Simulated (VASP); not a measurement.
# Hg3O (Pm-3m) in VASP: notebook

Runs on Hg3O. Level: PBE. Tasks: single point, relaxation of cell and atoms.

Everything below comes from runs of VASP 6.6.1. Logs are shortened: lines on timing, memory, paths and dates and some standing lists are left out, and cuts for length are marked.

## (1) The cell of the first run

Symmetry: Pm-3m, No. 221, cubic system. The conventional cell has a = 4.277 Å, b = 4.277 Å, c = 4.277 Å, α = 90.00°, β = 90.00°, γ = 90.00°. Within 4.0 Å of Hg (site symmetry 4/mmm) lie 8 Hg at 3.02 Å and 4 O at 3.02 Å. O (site symmetry m-3m) has 12 Hg at 3.02 Å within 4.0 Å.

## (2) Single point, PBE

INCAR

```
SYSTEM = Hg3O
ALGO = Normal
EDIFF = 1E-6
ENCUT = 520
GGA = PE
ISIF = 2
ISMEAR = 0
LASPH = .TRUE.
LCHARG = .TRUE.
LELF = .TRUE.
LREAL = .FALSE.
LVHAR = .TRUE.
LWAVE = .FALSE.
NBANDS = 29
NELM = 100
PREC = Accurate
SIGMA = 0.1
```

KPOINTS

```
k-points
0
G
  12 12 12
  0 0 0
```

POSCAR

```
Hg3O
1.0
    4.2773250205      0.0000000000      0.0000000000
    0.0000000000      4.2773250205      0.0000000000
    0.0000000000      0.0000000000      4.2773250205
Hg O
3 1
Direct
    0.0000000000      0.5000000000      0.5000000000
    0.5000000000      0.0000000000      0.5000000000
    0.5000000000      0.5000000000      0.0000000000
    0.0000000000      0.0000000000      0.0000000000
```

Potentials or basis: VASP PAW PBE potentials, release 64 (Hg, O).

Started as:

```
$ cat potpaw_PBE.64/Hg/POTCAR potpaw_PBE.64/O/POTCAR > POTCAR
$ mpirun -np 1 vasp_std > vasp.out
```

OUTCAR:

```text
SYSTEM = Hg3O
   EDIFF = 1E-6
   ENCUT = 520
   GGA = PE
   ISIF = 2
   ISMEAR = 0
   LASPH = .TRUE.
   LREAL = .FALSE.
   NELM = 100
   PREC = Accurate

 ion  position               nearest neighbor table
   1  0.000  0.500  0.500-   2 3.02   3 3.02   3 3.02   2 3.02   2 3.02   3 3.02   3 3.02   2 3.02

   2  0.500  0.000  0.500-   1 3.02   3 3.02   3 3.02   1 3.02   3 3.02   3 3.02   1 3.02   1 3.02

   3  0.500  0.500  0.000-   1 3.02   2 3.02   1 3.02   2 3.02   2 3.02   2 3.02   1 3.02   1 3.02

   4  0.000  0.000  0.000-

  LATTYP: Found a simple cubic cell.
 ALAT       =     4.2773250205

  Lattice vectors:

 A1 = (   4.2773250205,   0.0000000000,   0.0000000000)
 A2 = (   0.0000000000,   4.2773250205,   0.0000000000)
 A3 = (   0.0000000000,   0.0000000000,   4.2773250205)

Analysis of symmetry for initial positions (statically):
=====================================================================
 Subroutine PRICEL returns:
 Original cell was already a primitive cell.

 Routine SETGRP: Setting up the symmetry group for a
 simple cubic supercell.

 Subroutine GETGRP returns: Found 48 space group operations
 (whereof 48 operations were pure point group operations)
 out of a pool of 48 trial point group operations.

The static configuration has the point symmetry O_h .

Analysis of symmetry for dynamics (positions and initial velocities):
=====================================================================
 Subroutine PRICEL returns:
 Original cell was already a primitive cell.

 Routine SETGRP: Setting up the symmetry group for a
 simple cubic supercell.

 Subroutine GETGRP returns: Found 48 space group operations
 (whereof 48 operations were pure point group operations)
 out of a pool of 48 trial point group operations.

The dynamic configuration has the point symmetry O_h .

 Subroutine INISYM returns: Found 48 space group operations
 (whereof 48 operations are pure point group operations),
 and found     1 'primitive' translations

----------------------------------------------------------------------------------------

                                     Primitive cell

  volume of cell :      78.2558

  direct lattice vectors                    reciprocal lattice vectors
     4.277325021  0.000000000  0.000000000     0.233790978  0.000000000  0.000000000
     0.000000000  4.277325021  0.000000000     0.000000000  0.233790978  0.000000000
[... 89 lines left out ...]
   EDIFF  = 0.1E-05   stopping-criterion for ELM
   LREAL  =      F    real-space projection
   EDIFFG = 0.1E-04   stopping-criterion for IOM
   NSW    =      0    number of steps for IOM
   IBRION =     -1    ionic relax: 0-MD 1-quasi-New 2-CG
   NFREE  =      0    steps in history (QN), initial steepest desc. (CG)
   ISIF   =      2    stress and relaxation
   ISYM   =      2    0-nonsym 1-usesym 2-fastsym
   POTIM  = 0.5000    time-step for ionic-motion
   TEBEG  =    0.0;   TEEND  =   0.0 temperature during run
   PSTRESS=    0.0 pullay stress
   NELECT =      42.0000    total number of electrons
   NUPDOWN=      -1.0000    fix difference up-down
   EMIN   =  10.00;   EMAX   =-10.00  energy-range for DOS
   EFERMI =   0.00;   METHOD = LEGACY
   ISMEAR =     0;   SIGMA  =   0.10  broadening in eV -4-tet -1-fermi 0-gaus
   EFERMI_NEDOS =   21; number of points for ismear=-14 and -15
   IALGO  =     38    algorithm
   IMIX   =      4    mixing-type and parameters
     AMIX     =   0.40;   BMIX     =  1.00
     AMIX_MAG =   1.60;   BMIX_MAG =  1.00
  volume/ion in A,a.u.               =      19.56       132.02
  Fermi-wavevector in a.u.,A,eV,Ry     =   1.330411  2.514111 24.082206  1.769992
  Thomas-Fermi vector in A             =   2.459499
   LORBIT       =      0    0 simple, 1 ext, 2 COOP (PROOUT), +10 PAW based schemes
   GGA     = PE    functional components
   LHFCALC =     F    Hartree Fock is set to
   AEXX    =    0.0000 exact exchange contribution
   IVDW    =     0    specifies the selected vdW correction
   LEPSILON=     F    determine dielectric tensor
   LRPA    =     F    only Hartree local field effects (RPA)
 non-spin polarized calculation
 Gauss-broadening in eV      SIGMA  =   0.10
  energy-cutoff  :      520.00
  volume of cell :       78.26
 maximum number of plane-waves:      2176
 NGX is ok and might be reduce to    32
   NGX = 15   NGY = 15   NGZ = 15

 number of electron      42.0000004 magnetization

 Free energy of the ion-electron system (eV)
  ---------------------------------------------------
  ext. energy  EPLUGINS =         0.00000000
  ---------------------------------------------------
  free energy    TOTEN  =        -4.06135557 eV

  energy without entropy =       -4.04735736  energy(sigma->0) =       -4.05435647

 E-fermi :   2.1881     XC(G=0): -10.9743

 val. band max:        2.1661298572   @ k =   0.2500   0.1667   0.0833
 cond. band min:       2.2157244405   @ k =   0.2500   0.0833   0.0000
 fundamental gap:      0.0495945833
 Fermi energy:         2.1881186524

 k-point     1 :       0.0000    0.0000    0.0000
  band No.  band energies     occupation
      1     -13.7701      2.00000
      2      -6.8476      2.00000
      3      -5.6641      2.00000
      4      -5.6641      2.00000
      5      -5.6641      2.00000
      6      -5.1358      2.00000
[... 757 lines left out ...]
     28      11.2470      0.00000
     29      11.4753      0.00000

 [... further k-points ...]

------------------------ aborting loop because EDIFF is reached ----------------------------------------

  FORCE on cell =-STRESS in cart. coord.  units (eV):
  Direction    XX          YY          ZZ          XY          YZ          ZX
  --------------------------------------------------------------------------------------
  -------------------------------------------------------------------------------------
  Total        0.2215336      0.2215336      0.2215336     -0.0000000     -0.0000000      0.0000000
  in kB        4.5355861      4.5355861      4.5355861     -0.0000000     -0.0000000      0.0000000
  external PRESSURE =       4.5355861 kB  Pullay stress =       0.0000000 kB

 VOLUME and BASIS-vectors are now :
 -----------------------------------------------------------------------------
  energy-cutoff  :      520.00
  volume of cell :       78.26
      direct lattice vectors                 reciprocal lattice vectors
     4.277325021  0.000000000  0.000000000     0.233790978  0.000000000  0.000000000
     0.000000000  4.277325021  0.000000000     0.000000000  0.233790978  0.000000000
     0.000000000  0.000000000  4.277325021     0.000000000  0.000000000  0.233790978

 POSITION                                       TOTAL-FORCE (eV/Angst)
 -----------------------------------------------------------------------------------
      0.00000      2.13866      2.13866         0.000000      0.000000      0.000000
      2.13866      0.00000      2.13866         0.000000      0.000000      0.000000
      2.13866      2.13866      0.00000         0.000000      0.000000      0.000000
      0.00000      0.00000      0.00000         0.000000      0.000000      0.000000
 -----------------------------------------------------------------------------------
    total drift:                                0.000000     -0.000000     -0.000000

  FREE ENERGIE OF THE ION-ELECTRON SYSTEM (eV)
  ---------------------------------------------------
  free  energy   TOTEN  =        -4.0613555722 eV

  energy  without entropy=       -4.0473573637  energy(sigma->0) =       -4.05435647
```

OSZICAR:

```text
N       E                     dE             d eps       ncg     rms          rms(c)
DAV:   1     0.343830404327E+03    0.34383E+03   -0.21361E+04  4872   0.142E+03
DAV:   2     0.593738588714E+01   -0.33789E+03   -0.32160E+03  5230   0.369E+02
DAV:   3    -0.848974865089E+01   -0.14427E+02   -0.14297E+02  5542   0.781E+01
DAV:   4    -0.856291905544E+01   -0.73170E-01   -0.73133E-01  5222   0.533E+00
DAV:   5    -0.856310058968E+01   -0.18153E-03   -0.18153E-03  5442   0.248E-01    0.130E+01
DAV:   6    -0.741075459530E+01    0.11523E+01   -0.40813E+01  6818   0.518E+01    0.206E+01
DAV:   7    -0.428344446272E+01    0.31273E+01   -0.36662E+01  5720   0.153E+01    0.546E+00
DAV:   8    -0.409639577247E+01    0.18705E+00   -0.29163E+00  5112   0.607E+00    0.360E+00
DAV:   9    -0.406342862461E+01    0.32967E-01   -0.18549E-01  5327   0.238E+00    0.411E-01
DAV:  10    -0.406108183623E+01    0.23468E-02   -0.20842E-02  5055   0.448E-01    0.188E-01
DAV:  11    -0.406153884214E+01   -0.45701E-03   -0.27619E-03  5312   0.221E-01    0.139E-01
DAV:  12    -0.406134992960E+01    0.18891E-03   -0.13561E-03  5466   0.103E-01    0.154E-02
DAV:  13    -0.406136396003E+01   -0.14030E-04   -0.11319E-04  5120   0.366E-02    0.291E-02
DAV:  14    -0.406135529813E+01    0.86619E-05   -0.69835E-05  4878   0.224E-02    0.156E-03
DAV:  15    -0.406135557216E+01   -0.27403E-06   -0.16779E-06  3719   0.659E-03
   1 F= -.40613556E+01 E0= -.40543565E+01  d E =-.139982E-01
```

stdout:

```text
POSCAR found type information on POSCAR HgO
 POSCAR found :  2 types and       4 ions
 scaLAPACK will be used
 LDA part: xc-table for (Slater+PW92), standard interpolation
 POSCAR, INCAR and KPOINTS ok, starting setup
 FFT: planning ... GRIDC
 FFT: planning ... GRID_SOFT
 FFT: planning ... GRID
 WAVECAR not read
 entering main loop
```

It took 50 s on 1 thread of Intel Xeon 6975P-C (Granite Rapids), shared host; peak memory 0.28 GiB.

Results:

```
Free energy            : -4.0614 eV
Pressure               : 0.5 GPa
Band gap on the k mesh : zero (bands 21 and 22 overlap by 2.72 eV)
```

Caveat: spin-orbit coupling is left out, which moves the levels of the heavy elements.

## (3) Relaxation of cell and atoms, PBE

This run uses another cell than the first one, of 20.22 Å³/atom.

INCAR

```
SYSTEM = Hg3O
PREC = Accurate
ENCUT = 600
EDIFF = 1E-7
ISMEAR = 0
SIGMA = 0.1
LREAL = .FALSE.
LASPH = .TRUE.
NELM = 100
ALGO = Normal
ISIF = 3
LWAVE = .FALSE.
LCHARG = .FALSE.
GGA = PE
IBRION = 2
NSW = 100
EDIFFG = -0.01
```

KPOINTS

```
Automatic mesh
0
G
  12 12 12
  0 0 0
```

POSCAR

```
Hg3O
1.0
    4.3247241720      0.0000000000      0.0000000000
    0.0000000000      4.3247241720      0.0000000000
    0.0000000000      0.0000000000      4.3247241720
Hg O
3 1
Direct
    0.0000000000      0.5000000000      0.5000000000
    0.5000000000      0.0000000000      0.5000000000
    0.5000000000      0.5000000000      0.0000000000
    0.0000000000      0.0000000000      0.0000000000
```

Potentials or basis: VASP PAW PBE potentials, release 64 (Hg, O).

Started as:

```
$ cat potpaw_PBE.64/Hg/POTCAR potpaw_PBE.64/O/POTCAR > POTCAR
$ mpirun -np 1 vasp_std > vasp.out
```

OUTCAR:

```text
SYSTEM = Hg3O
   PREC = Accurate
   ENCUT = 600
   EDIFF = 1E-7
   ISMEAR = 0
   LREAL = .FALSE.
   LASPH = .TRUE.
   NELM = 100
   ISIF = 3
   GGA = PE
   IBRION = 2
   NSW = 100
   EDIFFG = -0.01

 ion  position               nearest neighbor table
   1  0.000  0.500  0.500-   2 3.06   3 3.06   3 3.06   2 3.06   2 3.06   3 3.06   3 3.06   2 3.06

   2  0.500  0.000  0.500-   1 3.06   3 3.06   3 3.06   1 3.06   3 3.06   3 3.06   1 3.06   1 3.06

   3  0.500  0.500  0.000-   1 3.06   2 3.06   1 3.06   2 3.06   2 3.06   2 3.06   1 3.06   1 3.06

   4  0.000  0.000  0.000-

  LATTYP: Found a simple cubic cell.
 ALAT       =     4.3247241720

  Lattice vectors:

 A1 = (   4.3247241720,   0.0000000000,   0.0000000000)
 A2 = (   0.0000000000,   4.3247241720,   0.0000000000)
 A3 = (   0.0000000000,   0.0000000000,   4.3247241720)

Analysis of symmetry for initial positions (statically):
=====================================================================
 Subroutine PRICEL returns:
 Original cell was already a primitive cell.

 Routine SETGRP: Setting up the symmetry group for a
 simple cubic supercell.

 Subroutine GETGRP returns: Found 48 space group operations
 (whereof 48 operations were pure point group operations)
 out of a pool of 48 trial point group operations.

The static configuration has the point symmetry O_h .

Analysis of symmetry for dynamics (positions and initial velocities):
=====================================================================
 Subroutine PRICEL returns:
[... 183 lines left out ...]

 POSITION                                       TOTAL-FORCE (eV/Angst)
 -----------------------------------------------------------------------------------
      0.00000      2.16236      2.16236         0.000000      0.000000      0.000000
      2.16236      0.00000      2.16236         0.000000      0.000000      0.000000
      2.16236      2.16236      0.00000         0.000000      0.000000      0.000000
      0.00000      0.00000      0.00000         0.000000      0.000000      0.000000
 -----------------------------------------------------------------------------------
    total drift:                                0.000000      0.000000      0.000000

  FREE ENERGIE OF THE ION-ELECTRON SYSTEM (eV)
  ---------------------------------------------------
  free  energy   TOTEN  =        -4.0559327500 eV

  energy  without entropy=       -4.0411358633  energy(sigma->0) =       -4.04853431

--------------------------------------- Ionic step        2  -------------------------------------------

 number of electron      42.0000007 magnetization

 Free energy of the ion-electron system (eV)
  ---------------------------------------------------
  ext. energy  EPLUGINS =         0.00000000
  ---------------------------------------------------
  free energy    TOTEN  =        -4.06437683 eV

  energy without entropy =       -4.05019872  energy(sigma->0) =       -4.05728778

 E-fermi :   2.1044     XC(G=0): -10.9257

 val. band max:        2.0877292604   @ k =   0.2500   0.1667   0.0833
 cond. band min:       2.1276172430   @ k =   0.3333   0.2500   0.2500
 fundamental gap:      0.0398879826
 Fermi energy:         2.1044172681

 k-point     1 :       0.0000    0.0000    0.0000
  band No.  band energies     occupation
      1     -13.8201      2.00000
      2      -6.8553      2.00000
      3      -5.6934      2.00000
      4      -5.6934      2.00000
      5      -5.6934      2.00000
      6      -5.1709      2.00000
[... 661 lines left out ...]
     24       7.2707      0.00000
     25       7.6471      0.00000

 [... further k-points ...]

------------------------ aborting loop because EDIFF is reached ----------------------------------------

  FORCE on cell =-STRESS in cart. coord.  units (eV):
  Direction    XX          YY          ZZ          XY          YZ          ZX
  --------------------------------------------------------------------------------------
  -------------------------------------------------------------------------------------
  Total       -0.0165769     -0.0165769     -0.0165769     -0.0000000      0.0000000      0.0000000
  in kB       -0.3364066     -0.3364066     -0.3364066     -0.0000000      0.0000000      0.0000000
  external PRESSURE =      -0.3364066 kB  Pullay stress =       0.0000000 kB

 VOLUME and BASIS-vectors are now :
 -----------------------------------------------------------------------------
  energy-cutoff  :      600.00
  volume of cell :       78.95
      direct lattice vectors                 reciprocal lattice vectors
     4.289927363 -0.000000000  0.000000000     0.233104180 -0.000000000  0.000000000
     0.000000000  4.289927363  0.000000000     0.000000000  0.233104180  0.000000000
    -0.000000000 -0.000000000  4.289927363    -0.000000000 -0.000000000  0.233104180

 POSITION                                       TOTAL-FORCE (eV/Angst)
 -----------------------------------------------------------------------------------
     -0.00000      2.14496      2.14496         0.000000     -0.000000      0.000000
      2.14496     -0.00000      2.14496        -0.000000     -0.000000      0.000000
      2.14496      2.14496      0.00000         0.000000      0.000000      0.000000
      0.00000      0.00000      0.00000        -0.000000      0.000000      0.000000
 -----------------------------------------------------------------------------------
    total drift:                                0.000000      0.000000      0.000000

  FREE ENERGIE OF THE ION-ELECTRON SYSTEM (eV)
  ---------------------------------------------------
  free  energy   TOTEN  =        -4.0643768339 eV

  energy  without entropy=       -4.0501987173  energy(sigma->0) =       -4.05728778

 reached required accuracy - stopping structural energy minimisation
```

CONTCAR:

```text
Hg3O
   1.00000000000000
     4.2899273632555710   -0.0000000000000000    0.0000000000000000
     0.0000000000000000    4.2899273632555710    0.0000000000000000
    -0.0000000000000000   -0.0000000000000000    4.2899273632555710
  Hg              O
     3     1
Direct
     0.0000000000000000    0.5000000000000000    0.5000000000000000
     0.5000000000000000    0.0000000000000000    0.5000000000000000
     0.5000000000000000    0.5000000000000000    0.0000000000000000
     0.0000000000000000    0.0000000000000000    0.0000000000000000

  0.00000000E+00  0.00000000E+00  0.00000000E+00
  0.00000000E+00  0.00000000E+00  0.00000000E+00
  0.00000000E+00  0.00000000E+00  0.00000000E+00
  0.00000000E+00  0.00000000E+00  0.00000000E+00
```

Wall time 2.1 min (1 thread of Intel Xeon 6975P-C (Granite Rapids), shared host); peak memory 0.33 GiB.

What came out:

```yaml
Free_energy: -4.0644 eV
Relaxed_volume: 19.74 Å³/atom
Relaxed_cell: a = 4.290 Å, b = 4.290 Å, c = 4.290 Å, α = 90.00°, β = 90.00°, γ = 90.00°
Space_group_after_relaxing_to_0.1_Å: Pm-3m (No. 221)
Energy_gained_by_relaxing: 2.1 meV/atom
Ionic_steps: 2
Pressure_after_relaxing: 0.0 GPa
Band_gap_on_the_k_mesh: zero (bands 21 and 22 overlap by 2.70 eV)
```

Step by step:
| step | energy change (eV) | largest force (eV/Å) | pressure (GPa) | volume (Å³) |
| --- | --- | --- | --- | --- |
| 1 | 0.0000 | 0.0000 | -1.32 | 80.89 |
| 2 | -0.0084 | 0.0000 | -0.03 | 78.95 |

Final structure:
```
Hg O
1.0
     4.28993    0.00000    0.00000
     0.00000    4.28993    0.00000
     0.00000    0.00000    4.28993
Hg O
3 1
Direct
  0.00000 0.50000 0.50000
  0.50000 0.00000 0.50000
  0.50000 0.50000 0.00000
  0.00000 0.00000 0.00000
```

Caveat: spin-orbit coupling is left out, which moves the levels of the heavy elements.
